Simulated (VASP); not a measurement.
# As: single point with r2SCAN

As:

```
As
1.0
     2.75671    0.00000    0.00000
     0.00000    2.75671    0.00000
     0.00000    0.00000    2.75671
As
1
Direct
  0.50000 0.50000 0.50000
```

This isn't the form of As at room conditions, which is rhombohedral.

```
Program                : VASP 6.6.1
Task                   : single point
Functional             : r2SCAN
Potentials or basis    : VASP PAW PBE potentials, release 64 (As)
Cutoff                 : 550 eV
k mesh                 : 10 × 10 × 10
Occupations            : fermi-dirac, width 0.05 eV
Spin                   : no spin polarisation
Dipole correction      : no
Further INCAR settings : ALGO = Normal; EDIFF = 1e-06; NBANDS = 8
```

* Pressure: -4.7 GPa
* Band gap on the k mesh: zero (an odd number of electrons rules out a gap without spin polarisation)

Levels at points of the mesh, in eV from the Fermi level:
```tsv
k point	band 1	band 2	band 3	band 4	band 5	band 6	band 7
(0.00, 0.00, 0.00)	-15.15	4.12	4.12	4.12	8.87	8.87	11.08
(0.50, 0.00, 0.00)	-12.11	-6.77	6.33	6.33	11.42	14.73	15.17
(0.50, 0.50, 0.00)	-8.91	-4.24	-4.24	3.16	8.42	16.61	17.80
(0.50, 0.50, 0.50)	-5.37	-1.91	-1.91	-1.91	6.49	6.49	6.49
```

Run time: 36 s on 1 thread of Intel(R) Xeon(R) Platinum 8259CL CPU @ 2.50GHz (Skylake/Cascade Lake), on a shared host, peak memory 0.14 GiB.

Caveat: the cell stands under tension; the PAW data sets were made with another functional, which shifts forces and pressure a little; an odd number of electrons without spin polarisation forces a metal; a magnetic or distorted state may lie lower.
